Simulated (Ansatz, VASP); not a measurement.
# Ta: VASP beside Ansatz

Contents of INCAR:

```
PREC     = Accurate       # precision mode
ENCUT    = 520            # plane-wave cutoff, eV
EDIFF    = 1E-7           # SCF threshold, eV
ISMEAR   = 0              # smearing method
SIGMA    = 0.15           # smearing width, eV
LREAL    = False          # projectors in reciprocal space
LASPH    = True           # aspherical terms in the spheres
NELM     = 60             # most SCF steps
ALGO     = Fast           # electronic algorithm
ISIF     = 2              # what is computed and relaxed
LWAVE    = False          # write WAVECAR
LCHARG   = True           # write CHGCAR
GGA      = PS             # functional
LELF     = True           # ELF
LVHAR    = True         
NBANDS   = 12             # bands
```

The input KPOINTS:

```
Automatic mesh
0
Gamma
  26 26 26
```

File POSCAR:

```
Ta
1.0
   -1.6402597622      1.6402597622      1.7714805432
    1.6402597622     -1.6402597622      1.7714805432
    1.6402597622      1.6402597622     -1.7714805432
Ta
1
Direct
    0.0000000000      0.0000000000      0.0000000000
```

Input for Ansatz:

```yaml
crystal:
  lattice:
    - [-1.6402597622, 1.6402597622, 1.7714805432]
    - [1.6402597622, -1.6402597622, 1.7714805432]
    - [1.6402597622, 1.6402597622, -1.7714805432]
  atoms:
    - { symbol: Ta, position: [0.0, 0.0, 0.0] }
basis:
  ecutwfc: 420
kpoints:
  mp_grid: { grid: [26, 26, 26] }
hamiltonian:
  xc: pbesol
scf:
  occupations: { method: gaussian, width: 0.15 }
output:
  forces: true
  stress: true
  eigenvalues: true
```

Change from the starting cell: strain +0.000 along x and y, +0.080 along z, atoms carried along.

Alike in both runs: task single point; functional PBEsol; k mesh 26 × 26 × 26; occupations gaussian, width 0.15 eV; no spin polarisation.

|  | VASP | Ansatz |
| --- | --- | --- |
| version | VASP 6.6.1 | Ansatz 0.2.0 |
| potentials or method | VASP PAW PBE potentials, release 64 (Ta_pv), cutoff 520 eV | scalar-relativistic, plane waves, PAW |
| valence electrons in the cell | 11 | 13 |

Ansatz gave:

```
gap on the k mesh at the Fermi level (eV)                     : none
pressure (GPa)                                                : -13.2
traceless stress, the component that is largest in VASP (GPa) : -4.44
```

Problem. Estimate VASP's values.

Solution. gap on the k mesh at the Fermi level (eV): none; pressure (GPa): -13.1; traceless stress, the component that is largest in VASP (GPa): -4.44.

VASP's potentials were made for PBE, not for PBEsol. A gap of «none» marks a metal or a gap that the smearing closes. With one functional, cell and mesh, what is left measures potentials, basis and numerics. VASP's potentials hold 11 valence electrons a cell and Ansatz's 13, so a difference there can come from the potentials and not from the codes.

Neither program's run includes spin-orbit coupling.
